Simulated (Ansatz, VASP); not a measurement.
## One calculation of InSb, two programs

INCAR

```
SYSTEM = InSb
  PREC = Accurate
  ENCUT = 520
  EDIFF = 1E-7
  ISMEAR = 0
  SIGMA = 0.1
  LREAL = .False.
  LASPH = .True.
  NELM = 100
  ALGO = Normal
  ISIF = 2
  LWAVE = .False.
  LCHARG = .False.
  GGA = PE
  NBANDS = 26
```

Contents of KPOINTS:

```
Automatic mesh
0
Gamma
  4 4 4
  0 0 0
```

The input POSCAR:

```
InSb
1.0
    3.0633140000     -3.0813730000      0.0000000000
    3.0633140000      3.0813730000      0.0000000000
    0.0000000000      0.0000000000      6.1268940000
In Sb
2 2
Direct
    0.2794110000      0.7205890000      0.2500000000
    0.7205890000      0.2794110000      0.7500000000
    0.7772050000      0.2227950000      0.2500000000
    0.2227950000      0.7772050000      0.7500000000
```

Input for Ansatz:

```yaml
crystal:
  lattice:
    - [3.063314, -3.081373, 0.0]
    - [3.063314, 3.081373, 0.0]
    - [0.0, 0.0, 6.126894]
  atoms:
    - { symbol: In, position: [0.279411, 0.720589, 0.25] }
    - { symbol: In, position: [0.720589, 0.279411, 0.75] }
    - { symbol: Sb, position: [0.777205, 0.222795, 0.25] }
    - { symbol: Sb, position: [0.222795, 0.777205, 0.75] }
basis:
  ecutwfc: 420
kpoints:
  mp_grid: { grid: [4, 4, 4] }
hamiltonian:
  xc: pbe
scf:
  occupations: { method: gaussian, width: 0.1 }
output:
  forces: true
  stress: true
  eigenvalues: true
```

Alike in both runs: task single point; functional PBE; k mesh 4 × 4 × 4; occupations gaussian, width 0.1 eV; no spin polarisation.

|  | VASP | Ansatz |
| --- | --- | --- |
| version | VASP 6.6.1 | Ansatz 0.2.0 |
| potentials or method | VASP PAW PBE potentials, release 64 (In_d, Sb), cutoff 520 eV | scalar-relativistic, plane waves, PAW |
| valence electrons in the cell | 36 | 56 |

|  | VASP | Ansatz | Ansatz less VASP |
| --- | --- | --- | --- |
| gap on the k mesh at the Fermi level (eV) | none | none | - |
| pressure (GPa) | 0.8 | 0.9 | +0.03 |
| traceless stress, the component that is largest in VASP (GPa) | -0.42 | -0.42 | +0.005 |
| rms of the force components (eV/Å) | 0.105 | 0.105 | -0.0005 |

Atom by atom the forces differ by 0.001 eV/Å (rms over components). A gap of «none» marks a metal or a gap that the smearing closes. The functional is the same, so the differences come from potentials, cutoffs and numerics. VASP's potentials hold 36 valence electrons a cell and Ansatz's 56, so a difference there can come from the potentials and not from the codes.

The k mesh is coarse, so the values compare programs but aren't converged. Neither program's run includes spin-orbit coupling.
